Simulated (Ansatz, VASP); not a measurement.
## One calculation of Zn, two programs

Contents of INCAR:

```
SYSTEM = Zn
ALGO = Normal ; EDIFF = 1E-7
EDIFFG = -0.005 ; ENCUT = 600
GGA = PE ; IBRION = 2
ISIF = 3 ; ISMEAR = 0
IVDW = 12 ; LASPH = .True.
LCHARG = .False. ; LREAL = .False.
LWAVE = .False. ; NELM = 80
NSW = 100 ; PREC = Accurate
SIGMA = 0.1
```

KPOINTS

```
k-points
0
Gamma
  18 18 8
  0 0 0
```

Contents of POSCAR:

```
Zn
1.0
    2.6647980532      0.0000000000      0.0000000000
   -1.3323990266      2.3077828100      0.0000000000
    0.0000000000      0.0000000000      4.9467000000
Zn
2
Direct
    0.3333333333      0.6666666667      0.2500000000
    0.6666666667      0.3333333333      0.7500000000
```

Input for Ansatz:

```yaml
crystal:
  lattice:
    - [2.6647980532, 0.0, 0.0]
    - [-1.3323990266, 2.30778281, 0.0]
    - [0.0, 0.0, 4.9467]
  atoms:
    - { symbol: Zn, position: [0.3333333333, 0.6666666667, 0.25] }
    - { symbol: Zn, position: [0.6666666667, 0.3333333333, 0.75] }
basis:
  ecutwfc: 420
kpoints:
  mp_grid: { grid: [18, 18, 8] }
hamiltonian:
  xc: pbe
  dispersion: d3bj
scf:
  occupations: { method: gaussian, width: 0.1 }
output:
  forces: true
  stress: true
  eigenvalues: true
relax:
  adjacent_minimum: "off"
  f_tol: 0.005
  max_steps: 80
  cell: { stress_tol: 0.05 }
```

Alike in both runs: task relaxation of cell and atoms; functional PBE; dispersion D3(BJ); k mesh 18 × 18 × 8; occupations gaussian, width 0.1 eV; no spin polarisation.

|  | VASP | Ansatz |
| --- | --- | --- |
| version | VASP 6.6.1 | Ansatz 0.2.0 |
| potentials or method | VASP PAW PBE potentials, release 64 (Zn), cutoff 600 eV | scalar-relativistic, plane waves, PAW |
| valence electrons in the cell | 24 | 24 |

|  | VASP | Ansatz | Ansatz less VASP |
| --- | --- | --- | --- |
| gap on the k mesh at the Fermi level, each at its own relaxed structure (eV) | none | none | - |
| relaxed volume (Å³/atom) | 14.31 | 14.25 | -0.060 |
| relaxed cell length with the largest relative difference (Å) | 2.623 | 2.618 | -0.0049 |

A gap of «none» marks a metal or a gap that the smearing closes.
